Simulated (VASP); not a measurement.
HfW: single point with r2SCAN

HfW:

```
W Hf
1.0
     1.70604    2.95494    0.00000
    -1.70604    2.95494    0.00000
     0.00000    0.00000    3.32323
W Hf
1 1
Direct
  0.00000 0.00000 0.00000
  0.66670 0.66660 0.50000
```

```
Program                : VASP 6.6.1
Task                   : single point
Functional             : r2SCAN
Potentials or basis    : VASP PAW PBE potentials, release 64 (W_sv, Hf_pv)
Cutoff                 : 520 eV
k mesh                 : 6 × 6 × 5
Occupations            : fermi-dirac, width 0.0118 eV
Spin                   : collinear spin
Starting moments       : [0.13, 0.04] μB
Dipole correction      : no
Further INCAR settings : ALGO = Normal; EDIFF = 1e-06; NBANDS = 23
```

```json
{
  "Pressure": "40.7 GPa",
  "Net moment": "-0.25 μB per cell",
  "Site moments": "W -0.15; Hf -0.07 μB",
  "Valence electrons inside the program's atomic spheres": "W 12.42; Hf 9.19"
}
```

Forces in eV/Å, atoms in the order of the input:
```
W    0.002 -0.001  0.000
Hf  -0.002  0.001  0.000
```

Stress tensor (GPa, compression positive):
```
27.14 -0.01  0.00
-0.01 27.12  0.00
 0.00  0.00 67.86
```

Levels at points of the mesh, in eV from the Fermi level:
Spin up:
```tsv
k point	band 8	band 9	band 10	band 11	band 12	band 13	band 14	band 15	band 16	band 17
(0.00, 0.00, 0.00)	-8.06	-4.95	-0.77	-0.77	-0.12	-0.12	2.52	2.52	4.20	6.74
(0.50, 0.00, 0.00)	-4.73	-4.20	-1.90	-1.38	-0.96	1.93	3.18	5.02	5.03	6.43
(0.00, 0.50, 0.00)	-4.73	-4.20	-1.90	-1.38	-0.96	1.93	3.18	5.02	5.03	6.43
```
Spin down:
```csv
k point,band 10,band 11,band 12,band 13,band 14,band 15
"(0.00, 0.00, 0.00)",-0.87,-0.87,-0.26,-0.26,2.42,2.42
"(0.50, 0.00, 0.00)",-1.95,-1.51,-1.08,1.83,3.08,4.93
"(0.00, 0.50, 0.00)",-1.95,-1.51,-1.08,1.83,3.08,4.93
```

Run time: 99 s on 1 thread of Intel(R) Xeon(R) 6975P-C (Granite Rapids) (shared host), peak memory 0.21 GiB.

Caveat: the k points lie up to 0.38 Å⁻¹ apart; an empty level that is flat over the whole mesh can mark a ghost state of the potentials, or a narrow d or f band; the PAW data sets were made with another functional, which shifts forces and pressure a little; spin-orbit coupling is left out, which moves the levels of the heavy elements.
